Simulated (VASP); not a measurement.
Here is a VASP 6.6.1 calculation.

The input INCAR:

```
ALGO = Normal
EDIFF = 1E-6
ENCUT = 500
GGA = PE
GGA_COMPAT = F
ISIF = 2
ISMEAR = 0
LASPH = T
LCHARG = F
LREAL = F
LWAVE = F
NBANDS = 24
NELM = 120
PREC = Accurate
SIGMA = 0.1
```

Contents of KPOINTS:

```
k-points
0
Gamma
  6 6 6
```

File POSCAR:

```
B3As4
1.0
    4.6213702418      0.0000000000      0.0000000000
    0.0000000000      4.6213702418      0.0000000000
    0.0000000000      0.0000000000      4.6213702418
B As
3 4
Direct
    0.5000000000      0.0000000000      0.5000000000
    0.0000000000      0.5000000000      0.5000000000
    0.5000000000      0.5000000000      0.0000000000
    0.7576057339      0.7576057339      0.2423942661
    0.2423942661      0.2423942661      0.2423942661
    0.7576057339      0.2423942661      0.7576057339
    0.2423942661      0.7576057339      0.7576057339
```

Potentials or basis: VASP PAW PBE potentials, release 64 (B, As).

The run is started by

```console
$ cat potpaw_PBE.64/B/POTCAR potpaw_PBE.64/As/POTCAR > POTCAR
$ mpirun -np 1 vasp_std > vasp.out
```

(1) Predict the pressure.

(2) Estimate the largest force.

Answers

(1) 11.1 GPa.

(2) 0.059 eV/Å.

Caveat: the cell stands under pressure.
